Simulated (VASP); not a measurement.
Write the native input for VASP 6.6.1 that does the following.

- Task: single point
- Functional: r2SCAN
- Potentials or basis: VASP PAW PBE potentials, release 64 (Rb_sv, Yb, Sn_d)
- Cutoff: 520 eV
- k mesh: 4 × 4 × 4
- Occupations: fermi-dirac, width 0.1 eV
- Spin: no spin polarisation
- Dipole correction: no
- Further INCAR settings: ALGO = Normal; EDIFF = 1e-06; NBANDS = 43

Rb2YbSn2:

```xyz
5
Lattice="0.0000 5.2387 0.0000 5.2387 0.0000 0.0000 2.6194 2.6194 -5.9970" Properties=species:S:1:pos:R:3 pbc="T T T"
Rb    2.6194    5.2387   -2.9985
Rb    5.2387    2.6194   -2.9985
Yb    0.0000    0.0000    0.0000
Sn    2.6194    2.6194   -1.4992
Sn    5.2387    5.2387   -4.4977
```

One way to write it, as run:

POSCAR

```
Rb2YbSn2
1.0
    0.0000000000      5.2387320000      0.0000000000
    5.2387320000      0.0000000000      0.0000000000
    2.6193660000      2.6193660000     -5.9969750000
Rb Yb Sn
2 1 2
Direct
    0.7500000000      0.2500000000      0.5000000000
    0.2500000000      0.7500000000      0.5000000000
    0.0000000000      0.0000000000      0.0000000000
    0.3750000000      0.3750000000      0.2500000000
    0.6250000000      0.6250000000      0.7500000000
```

INCAR.step1

```
SYSTEM = Rb2YbSn2
ALGO = Normal ; EDIFF = 1E-4
ENCUT = 520 ; GGA = PE
ISMEAR = -1 ; LASPH = .True.
LCHARG = .False. ; LREAL = .False.
LWAVE = .True. ; NBANDS = 43
NELM = 60 ; PREC = Accurate
SIGMA = 0.1
```

INCAR.step2

```
SYSTEM = Rb2YbSn2
ALGO = Normal ; EDIFF = 1E-6
ENCUT = 520 ; ISIF = 2
ISMEAR = -1 ; ISTART = 1
LASPH = .True. ; LCHARG = .False.
LMIXTAU = .True. ; LREAL = .False.
LWAVE = .False. ; METAGGA = R2SCAN
NBANDS = 43 ; NELM = 60
PREC = Accurate ; SIGMA = 0.1
```

KPOINTS

```
k-points
0
Gamma
  4 4 4
  0 0 0
```

Potentials or basis: VASP PAW PBE potentials, release 64 (Rb_sv, Yb, Sn_d).

Launch:

```console
$ cat potpaw_PBE.64/Rb_sv/POTCAR potpaw_PBE.64/Yb/POTCAR potpaw_PBE.64/Sn_d/POTCAR > POTCAR
$ cp INCAR.step1 INCAR
$ mpirun -np 1 vasp_std > vasp.out
$ cp INCAR.step2 INCAR
$ mpirun -np 1 vasp_std > vasp.out
```

It gave:

```
Pressure               : 9.7 GPa
Largest force          : 3.932 eV/Å
Band gap on the k mesh : zero (band 35 reaches 4.08 eV, above the bottom of band 36 at 3.49 eV)
```

Caveat: the PAW data sets were made with another functional, which shifts forces and pressure a little; spin-orbit coupling is left out, which moves the levels of the heavy elements; without U or exact exchange the open f shell lies at the Fermi level, which spoils levels, moments and volumes.

Wall time 24 min on 1 thread of AMD EPYC 9R14 (Zen 4), with other jobs on the host, peak memory 0.34 GiB.
